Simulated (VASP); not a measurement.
Crystal: Sb.

```xyz
1
Lattice="3.2100 0.0000 0.0000 0.0000 3.2100 0.0000 0.0000 0.0000 3.2100" Properties=species:S:1:pos:R:3 pbc="T T T"
Sb    0.0000    0.0000    0.0000
```

This isn't the form of Sb at room conditions, which is rhombohedral.

```yaml
Program: VASP 6.6.1
Task: relaxation of cell and atoms
Functional: PBEsol
Potentials_or_basis: VASP PAW PBE potentials, release 64 (Sb)
Cutoff: 600 eV
k_mesh: 14 × 14 × 14
Occupations: fermi-dirac, width 0.1 eV
Spin: no spin polarisation
```

At the start: pressure -6.4 GPa; volume 33.08 Å³/atom.

Problem. Where does the relaxation end?

Solution. Over 3 steps the energy falls by 97.8 meV/atom and the volume is 28.77 Å³/atom (-13.0 %); space group Pm-3m (No. 221, to 0.1 Å) before and after.

Step by step:
```
step  energy change (eV)  largest force (eV/Å)  pressure (GPa)  volume (Å³)
   1              0.0000                0.0000           -6.40        33.08
   2             -0.0782                0.0000            4.11        27.15
   3             -0.0978                0.0000            0.00        28.77
```

Final structure:
```xyz
1
Lattice="3.0640 0.0000 0.0000 0.0000 3.0640 0.0000 0.0000 0.0000 3.0640" Properties=species:S:1:pos:R:3 pbc="T T T"
Sb    0.0000    0.0000    0.0000
```

Caveat: the PAW data sets were made with another functional, which shifts forces and pressure a little.
